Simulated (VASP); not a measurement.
Here is a VASP 6.6.1 calculation.

The input INCAR:

```
SYSTEM = ZrBr5
PREC     = Accurate       ! precision mode
ENCUT    = 520            ! plane-wave cutoff, eV
EDIFF    = 1E-6           ! SCF threshold, eV
ISMEAR   = 0              ! smearing method
SIGMA    = 0.1            ! smearing width, eV
LREAL    = .FALSE.        ! projectors in reciprocal space
LASPH    = .TRUE.         ! aspherical terms in the spheres
NELM     = 60             ! most SCF steps
ALGO     = Normal         ! electronic algorithm
ISIF     = 2              ! what is computed and relaxed
LWAVE    = .FALSE.        ! write WAVECAR
LCHARG   = .FALSE.        ! write CHGCAR
GGA      = PE             ! functional
NBANDS   = 32             ! bands
```

File KPOINTS:

```
regular mesh
0
G
  6 6 2
  0 0 0
```

File POSCAR:

```
ZrBr5
1.0
    5.1044719400      0.0000000000      0.0000000000
   -2.5522359700      4.4206023800      0.0000000000
    0.0000000000      0.0000000000      9.1677294800
Zr Br
1 5
Direct
    0.0000000000      0.0000000000      0.0000000000
    0.3333333300      0.6666666700      0.5000000000
    0.6666666700      0.3333333300      0.5000000000
    0.0000000000      0.0000000000      0.5000000000
    0.0000000000      0.0000000000      0.7482146500
    0.0000000000      0.0000000000      0.2517853500
```

Potentials or basis: VASP PAW PBE potentials, release 64 (Zr_sv, Br).

The run is started by

```sh
$ cat potpaw_PBE.64/Zr_sv/POTCAR potpaw_PBE.64/Br/POTCAR > POTCAR
$ mpirun -np 1 vasp_std > vasp.out
```

Task: Predict the band gap on the k mesh.

Result: Zero (an odd number of electrons rules out a gap without spin polarisation).

Task: What does it give for the largest force?

Result: 2.094 eV/Å.

Forces in eV/Å, atoms in the order of the input:
```
Zr   0.000  0.000  0.000
Br   0.000  0.000  0.000
Br   0.000  0.000  0.000
Br   0.000  0.000  0.000
Br   0.000  0.000  2.094
Br   0.000  0.000 -2.094
```

Caveat: an odd number of electrons without spin polarisation forces a metal; a magnetic or distorted state may lie lower.
